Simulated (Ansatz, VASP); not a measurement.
## Two plane-wave programs on SrO

```xyz
2
Lattice="0.0000 2.6147 2.6147 2.6147 0.0000 2.6147 2.6147 2.6147 0.0000" Properties=species:S:1:pos:R:3 pbc="T T T"
Sr    2.6147    2.6147    2.6147
O     0.0000    0.0000    0.0000
```

Alike in both runs: task single point; functional PBE; k mesh 12 × 12 × 12; occupations gaussian, width 0.05 eV; no spin polarisation.

```csv
,VASP,Ansatz
version,VASP 6.6.1,Ansatz 0.2.0
potentials or method,"VASP PAW PBE potentials, release 64 (Sr_sv, O), cutoff 520 eV","scalar-relativistic, plane waves, PAW"
valence electrons in the cell,16,16
```

Ansatz gave:

* gap on the k mesh at the Fermi level (eV): 3.33
* least direct gap on the mesh (eV): 3.44
* pressure (GPa): -1.6

**Question.** Estimate VASP's values.

**Answer.** gap on the k mesh at the Fermi level (eV): 3.29; least direct gap on the mesh (eV): 3.41; pressure (GPa): -1.1.
